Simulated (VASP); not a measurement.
# Li12Cd4H (a cell with a defect) in VASP: single point with LDA

Aim: the single point of Li12Cd4H (a cell with a defect) with LDA.

All numbers are computed with VASP 6.6.1; they aren't measurements. Logs are shortened: lines on timing, memory, paths and dates and some standing lists are left out, and cuts for length are marked.

**1. The cell of the first run**

The cell holds a defect, 17 atoms: a = 6.612 Å, b = 6.612 Å, c = 6.612 Å, α = 90.00°, β = 90.00°, γ = 90.00°.

**2. Single point, LDA**

Input file INCAR:

```
PREC     = Accurate       # precision mode
ENCUT    = 520            # plane-wave cutoff, eV
EDIFF    = 1E-6           # SCF threshold, eV
ISMEAR   = 0              # smearing method
SIGMA    = 0.15           # smearing width, eV
LREAL    = Auto         
LASPH    = True           # aspherical terms in the spheres
NELM     = 60             # most SCF steps
ALGO     = Normal         # electronic algorithm
ISIF     = 2              # what is computed and relaxed
LWAVE    = False          # write WAVECAR
LCHARG   = False          # write CHGCAR
NBANDS   = 56             # bands
```

Input file KPOINTS:

```
regular mesh
0
Gamma
  3 3 3
```

Input file POSCAR:

```
Li12Cd4H
1.0
    6.6123880000      0.0000000000      0.0000000000
    0.0000000000      6.6123880000      0.0000000000
    0.0000000000      0.0000000000      6.6123880000
Li Cd H
12 4 1
Direct
    0.2425668306      0.2537570391      0.2547807237
    0.7451306548      0.7477753877      0.7569102116
    0.4946630476      0.4987801684      0.5070629552
    0.7503333138      0.7328512785      0.2512593030
    0.2539451708      0.2337462653      0.7488562377
   -0.0313062391     -0.0006121843      0.4786140801
    0.7457711193      0.2512524976      0.7574513171
    0.2431788637      0.7452808274      0.2553561588
    0.0065525495      0.5003446561     -0.0077651221
    0.2544224568      0.7651290275      0.7484486694
    0.7509209986      0.2661469654      0.2507429994
    0.5210131347     -0.0005193283      0.0336861660
   -0.0024443514     -0.0011877706      0.0040771957
    0.4941549104      0.4994408979      0.0039301989
    0.5028957768     -0.0000831772      0.4962302575
   -0.0030264407      0.4995078934      0.5089253686
    0.7190942213     -0.0006918832      0.2728908225
```

Potentials or basis: VASP PAW LDA potentials, release 64 (Li_sv, Cd, H).

On the command line:

```
cat potpaw_LDA.64/Li_sv/POTCAR potpaw_LDA.64/Cd/POTCAR potpaw_LDA.64/H/POTCAR > POTCAR
mpirun -np 1 vasp_std > vasp.out
```

OUTCAR:

```text
PREC = Accurate
   ENCUT = 520
   EDIFF = 1E-6
   ISMEAR = 0
   LREAL = Auto
   LASPH = True
   NELM = 60
   ISIF = 2

 ion  position               nearest neighbor table
   1  0.243  0.254  0.255-  16 2.85  14 2.86  13 2.87  15 2.89
   2  0.745  0.748  0.757-  14 2.85  16 2.86  13 2.87  15 2.88
   3  0.495  0.499  0.507-
   4  0.750  0.733  0.251-  14 2.82  16 2.82  15 2.90  13 2.90
   5  0.254  0.234  0.749-  15 2.81  13 2.85  14 2.91  16 2.91
   6  0.969  0.999  0.479-  15 3.08  13 3.14
   7  0.746  0.251  0.757-  14 2.85  16 2.86  13 2.87  15 2.89
   8  0.243  0.745  0.255-  16 2.85  14 2.86  13 2.87  15 2.88
   9  0.007  0.500  0.992-
  10  0.254  0.765  0.748-  15 2.81  13 2.85  14 2.91  16 2.91
  11  0.751  0.266  0.251-  14 2.82  16 2.82  15 2.90  13 2.91
  12  0.521  0.999  0.034-  15 3.06  13 3.16
  13  0.998  0.999  0.004-  10 2.85   5 2.85   8 2.87   2 2.87   1 2.87   7 2.87   4 2.90  11 2.91
                             6 3.14  12 3.16
  14  0.494  0.499  0.004-  11 2.82   4 2.82   7 2.85   2 2.85   1 2.86   8 2.86  10 2.91   5 2.91

  15  0.503  1.000  0.496-  17 2.06   5 2.81  10 2.81   2 2.88   8 2.88   7 2.89   1 2.89   4 2.90
                            11 2.90  12 3.06   6 3.08
  16  0.997  0.500  0.509-  11 2.82   4 2.82   1 2.85   8 2.85   7 2.86   2 2.86  10 2.91   5 2.91

  17  0.719  0.999  0.273-  15 2.06

  LATTYP: Found a simple cubic cell.
 ALAT       =     6.6123880000

  Lattice vectors:

 A1 = (   6.6123880000,   0.0000000000,   0.0000000000)
 A2 = (   0.0000000000,   6.6123880000,   0.0000000000)
 A3 = (   0.0000000000,   0.0000000000,   6.6123880000)

Analysis of symmetry for initial positions (statically):
=====================================================================
 Subroutine PRICEL returns:
 Original cell was already a primitive cell.

 Routine SETGRP: Setting up the symmetry group for a
 simple cubic supercell.

 Subroutine GETGRP returns: Found  1 space group operations
 (whereof  1 operations were pure point group operations)
 out of a pool of 48 trial point group operations.

The static configuration has the point symmetry C_1 .

Analysis of symmetry for dynamics (positions and initial velocities):
=====================================================================
 Subroutine PRICEL returns:
 Original cell was already a primitive cell.

 Routine SETGRP: Setting up the symmetry group for a
 simple cubic supercell.

 Subroutine GETGRP returns: Found  1 space group operations
 (whereof  1 operations were pure point group operations)
 out of a pool of 48 trial point group operations.

The dynamic configuration has the point symmetry C_1 .

 Subroutine INISYM returns: Found  1 space group operations
 (whereof  1 operations are pure point group operations),
 and found     1 'primitive' translations

----------------------------------------------------------------------------------------

                                     Primitive cell

  volume of cell :     289.1179

  direct lattice vectors                    reciprocal lattice vectors
     6.612388000  0.000000000  0.000000000     0.151231295  0.000000000  0.000000000
     0.000000000  6.612388000  0.000000000     0.000000000  0.151231295  0.000000000
     0.000000000  0.000000000  6.612388000     0.000000000  0.000000000  0.151231295

  length of vectors
     6.612388000  6.612388000  6.612388000     0.151231295  0.151231295  0.151231295

  position of ions in fractional coordinates (direct lattice)
     0.242566831  0.253757039  0.254780724
     0.745130655  0.747775388  0.756910212
     0.494663048  0.498780168  0.507062955
     0.750333314  0.732851279  0.251259303
     0.253945171  0.233746265  0.748856238
     0.968693761  0.999387816  0.478614080
[... 9 lines left out ...]
     0.996973559  0.499507893  0.508925369
     0.719094221  0.999308117  0.272890823

  ion indices of the primitive-cell ions
   primitive index   ion index
                 1           1
                 2           2
                 3           3
                 4           4
                 5           5
                 6           6
[... 9 lines left out ...]
                16          16
                17          17

----------------------------------------------------------------------------------------

 KPOINTS: regular mesh

Automatic generation of k-mesh.
 Grid dimensions read from file:
 generate k-points for:    3    3    3

 Generating k-lattice:

  Cartesian coordinates                     Fractional coordinates (reciprocal lattice)
     0.050410432  0.000000000  0.000000000     0.333333333  0.000000000  0.000000000
     0.000000000  0.050410432  0.000000000     0.000000000  0.333333333  0.000000000
     0.000000000  0.000000000  0.050410432     0.000000000  0.000000000  0.333333333

  Length of vectors
     0.050410432  0.050410432  0.050410432

  Shift w.r.t. Gamma in fractional coordinates (k-lattice)
     0.000000000  0.000000000  0.000000000

 Subroutine IBZKPT returns following result:
 ===========================================

 Found     14 irreducible k-points:

 Following reciprocal coordinates:
            Coordinates               Weight
  0.000000  0.000000  0.000000      1.000000
  0.333333  0.000000  0.000000      2.000000
  0.000000  0.333333  0.000000      2.000000
  0.000000  0.000000  0.333333      2.000000
  0.333333  0.333333  0.000000      2.000000
  0.000000  0.333333  0.333333      2.000000
  0.333333  0.000000  0.333333      2.000000
 -0.333333  0.333333  0.000000      2.000000
 -0.333333  0.000000  0.333333      2.000000
  0.000000 -0.333333  0.333333      2.000000
  0.333333  0.333333  0.333333      2.000000
 -0.333333  0.333333  0.333333      2.000000
 -0.333333 -0.333333  0.333333      2.000000
  0.333333 -0.333333  0.333333      2.000000
   k-points           NKPTS =     14   k-points in BZ     NKDIM =     14   number of bands    NBANDS=     56
   number of dos      NEDOS =    301   number of ions     NIONS =     17
   total plane-waves  NPLWV = 125000
   dimension x,y,z NGX =    50 NGY =   50 NGZ =   50
   dimension x,y,z NGXF=   100 NGYF=  100 NGZF=  100
   ions per type =              12   4   1
   NGX,Y,Z   is equivalent  to a cutoff of  12.57, 12.57, 12.57 a.u.
   NGXF,Y,Z  is equivalent  to a cutoff of  25.14, 25.14, 25.14 a.u.
 SYSTEM =  unknown system
   PREC   = accura    normal or accurate (medium, high low for compatibility)
   ISTART =      0    job   : 0-new  1-cont  2-samecut
   ICHARG =      2    charge: 1-file 2-atom 10-const
   ISPIN  =      1    spin polarized calculation?
   LNONCOLLINEAR =      F non collinear calculations
   LSORBIT =      F    spin-orbit coupling
   LASPH  =      T    aspherical Exc in radial PAW
   ENCUT  =  520.0 eV  38.22 Ry    6.18 a.u.  12.29 12.29 12.29*2*pi/ulx,y,z
   NELM   =     60;   NELMIN=  2; NELMDL= -5     # of ELM steps
   EDIFF  = 0.1E-05   stopping-criterion for ELM
   LREAL  =      T    real-space projection
   EDIFFG = 0.1E-04   stopping-criterion for IOM
   NSW    =      0    number of steps for IOM
   IBRION =     -1    ionic relax: 0-MD 1-quasi-New 2-CG
   NFREE  =      0    steps in history (QN), initial steepest desc. (CG)
   ISIF   =      2    stress and relaxation
   ISYM   =      2    0-nonsym 1-usesym 2-fastsym
   POTIM  = 0.5000    time-step for ionic-motion
   TEBEG  =    0.0;   TEEND  =   0.0 temperature during run
   PSTRESS=    0.0 pullay stress
   NELECT =      85.0000    total number of electrons
   NUPDOWN=      -1.0000    fix difference up-down
   EMIN   =  10.00;   EMAX   =-10.00  energy-range for DOS
   EFERMI =   0.00;   METHOD = LEGACY
   ISMEAR =     0;   SIGMA  =   0.15  broadening in eV -4-tet -1-fermi 0-gaus
   EFERMI_NEDOS =   21; number of points for ismear=-14 and -15
   IALGO  =     38    algorithm
   IMIX   =      4    mixing-type and parameters
     AMIX     =   0.40;   BMIX     =  1.00
     AMIX_MAG =   1.60;   BMIX_MAG =  1.00
  volume/ion in A,a.u.               =      17.01       114.77
  Fermi-wavevector in a.u.,A,eV,Ry     =   1.088569  2.057098 16.122679  1.184983
  Thomas-Fermi vector in A             =   2.224754
   LORBIT       =      0    0 simple, 1 ext, 2 COOP (PROOUT), +10 PAW based schemes
   GGA     = CA    functional components
   LHFCALC =     F    Hartree Fock is set to
   AEXX    =    0.0000 exact exchange contribution
   IVDW    =     0    specifies the selected vdW correction
   LEPSILON=     F    determine dielectric tensor
   LRPA    =     F    only Hartree local field effects (RPA)
 non-spin polarized calculation
 Gauss-broadening in eV      SIGMA  =   0.15
  energy-cutoff  :      520.00
  volume of cell :      289.12
 maximum number of plane-waves:      7809
 NGX is ok and might be reduce to    50
   NGX = 25   NGY = 25   NGZ = 25

 number of electron      85.0000015 magnetization

 Free energy of the ion-electron system (eV)
  ---------------------------------------------------
  ext. energy  EPLUGINS =         0.00000000
  ---------------------------------------------------
  free energy    TOTEN  =       -37.45203202 eV

  energy without entropy =      -37.38004139  energy(sigma->0) =      -37.41603670

 E-fermi :   1.5046     XC(G=0):  -8.8022

 val. band max:        1.4943471864   @ k =   0.3333   0.3333   0.0000
 cond. band min:       1.5381012421   @ k =   0.0000   0.3333   0.0000
 fundamental gap:      0.0437540556
 Fermi energy:         1.5046107652

 k-point     1 :       0.0000    0.0000    0.0000
  band No.  band energies     occupation
      1     -44.1304      2.00000
      2     -44.0977      2.00000
      3     -44.0202      2.00000
      4     -43.9868      2.00000
      5     -43.8261      2.00000
      6     -43.8227      2.00000
[... 46 lines left out ...]
     53       5.2946      0.00000
     54       5.4277      0.00000

 k-point     2 :       0.3333    0.0000    0.0000
  band No.  band energies     occupation
      1     -44.1303      2.00000
      2     -44.0976      2.00000
      3     -44.0201      2.00000
      4     -43.9868      2.00000
      5     -43.8261      2.00000
      6     -43.8226      2.00000
[... 676 lines left out ...]
 k-point    14 :       0.3333   -0.3333    0.3333
  band No.  band energies     occupation
      1     -44.1303      2.00000
      2     -44.0976      2.00000
      3     -44.0201      2.00000
      4     -43.9868      2.00000
      5     -43.8258      2.00000
      6     -43.8229      2.00000
[... 46 lines left out ...]
     53       5.0825      0.00000
     54       5.8051      0.00000
 [bands above 54 left out]

------------------------ aborting loop because EDIFF is reached ----------------------------------------

  FORCE on cell =-STRESS in cart. coord.  units (eV):
  Direction    XX          YY          ZZ          XY          YZ          ZX
  --------------------------------------------------------------------------------------
  -------------------------------------------------------------------------------------
  Total       -3.8159896     -2.9753429     -3.7241235     -0.0019311      0.0011578     -0.6125740
  in kB      -21.1467084    -16.4881759    -20.6376228     -0.0107017      0.0064162     -3.3946434
  external PRESSURE =     -19.4241690 kB  Pullay stress =       0.0000000 kB

 VOLUME and BASIS-vectors are now :
 -----------------------------------------------------------------------------
  energy-cutoff  :      520.00
  volume of cell :      289.12
      direct lattice vectors                 reciprocal lattice vectors
     6.612388000  0.000000000  0.000000000     0.151231295  0.000000000  0.000000000
     0.000000000  6.612388000  0.000000000     0.000000000  0.151231295  0.000000000
     0.000000000  0.000000000  6.612388000     0.000000000  0.000000000  0.151231295

 POSITION                                       TOTAL-FORCE (eV/Angst)
 -----------------------------------------------------------------------------------
      1.60395      1.67794      1.68471         0.004341     -0.005191      0.001231
      4.92709      4.94458      5.00498         0.002693     -0.003072     -0.000605
      3.27090      3.29813      3.35290         0.002881      0.002319     -0.004338
      4.96150      4.84590      1.66142        -0.007030     -0.005663     -0.007309
      1.67918      1.54562      4.95173        -0.009786     -0.000166     -0.006043
      6.40538      6.60834      3.16478         0.005692      0.001007      0.015971
[... 9 lines left out ...]
      6.59238      3.30294      3.36521        -0.003685     -0.000172     -0.002820
      4.75493      6.60781      1.80446         0.037447      0.006850     -0.009952
 -----------------------------------------------------------------------------------
    total drift:                               -0.007496      0.003283     -0.002838

  FREE ENERGIE OF THE ION-ELECTRON SYSTEM (eV)
  ---------------------------------------------------
  free  energy   TOTEN  =       -37.4520320178 eV

  energy  without entropy=      -37.3800413915  energy(sigma->0) =      -37.41603670
```

Run time: 7.5 min. Hardware: 1 thread of Oxide Virtual Turin-like, shared host; peak memory 0.32 GiB.

What came out:

* Free energy: -37.4520 eV
* Largest force: 0.039 eV/Å

Forces in eV/Å, atoms in the order of the input:
```
Li   0.004 -0.005  0.001
Li   0.003 -0.003 -0.001
Li   0.003  0.002 -0.004
Li  -0.007 -0.006 -0.007
Li  -0.010  0.000 -0.006
Li   0.006  0.001  0.016
Li   0.001  0.002 -0.003
Li   0.001  0.002  0.000
Li  -0.001 -0.003  0.003
Li  -0.012  0.001 -0.006
Li  -0.010  0.000 -0.005
Li   0.005  0.001  0.013
Cd  -0.001  0.002 -0.001
Cd  -0.006  0.000 -0.004
Cd  -0.011  0.000  0.018
Cd  -0.004  0.000 -0.003
H    0.037  0.007 -0.010
```

Levels at points of the mesh, in eV from the Fermi level:
```tsv
k point	band 41	band 42	band 43	band 44	band 45	band 46
(0.00, 0.00, 0.00)	-0.39	-0.37	-0.35	-0.34	-0.32	1.98
```

Caveat: the cutoff is under 1.25 times the usual one of these potentials, so pressure, stress and relaxed cells hold a basis-set (Pulay) error.
